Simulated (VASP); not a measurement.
## WSe2: single point with PBE+D3(BJ)

The system is WSe2, a slab with vacuum.

```
CELL_PARAMETERS angstrom
3.28549 0.00000 0.00000
-1.64275 2.84532 0.00000
0.00000 0.00000 24.23865
ATOMIC_POSITIONS crystal
Se 0.33333 0.66667 0.18565
Se 0.33333 0.66667 0.32466
Se 0.22222 0.77778 0.51485
Se 0.22222 0.77778 0.65386
W 0.66667 0.33333 0.25516
W 0.55556 0.44444 0.58436
```

```json
{"Program": "VASP 6.6.1", "Task": "single point", "Functional": "PBE", "Dispersion": "D3(BJ)", "Potentials or basis": "VASP PAW PBE potentials, release 64 (Se, W_sv)", "Cutoff": "520 eV", "k mesh": "9 × 9 × 1", "Occupations": "gaussian, width 0.05 eV", "Spin": "no spin polarisation"}
```

```
Largest force              : 0.111 eV/Å
Band gap on the k mesh     : 1.65 eV, indirect (least direct gap 1.66 eV)
Dispersion energy per atom : -0.362 eV
```

Forces on the atoms (eV/Å):
```
Se   0.000  0.000 -0.043
Se   0.001  0.000  0.111
Se  -0.001  0.000 -0.111
Se   0.000  0.000  0.043
W    0.000  0.000  0.022
W    0.000  0.000 -0.022
```

Levels at points of the mesh, in eV from the valence-band top:
```
           k point  band 24  band 25  band 26  band 27  band 28  band 29
(0.00, 0.00, 0.00)    -1.17    -0.51    -0.33     2.98     2.99     2.99
```

It took 3.9 min on 1 thread of Intel(R) Xeon(R) Platinum 8259CL CPU @ 2.50GHz (Skylake/Cascade Lake) (shared host), peak memory 0.42 GiB.

Caveat: spin-orbit coupling is left out, which moves the levels of the heavy elements.
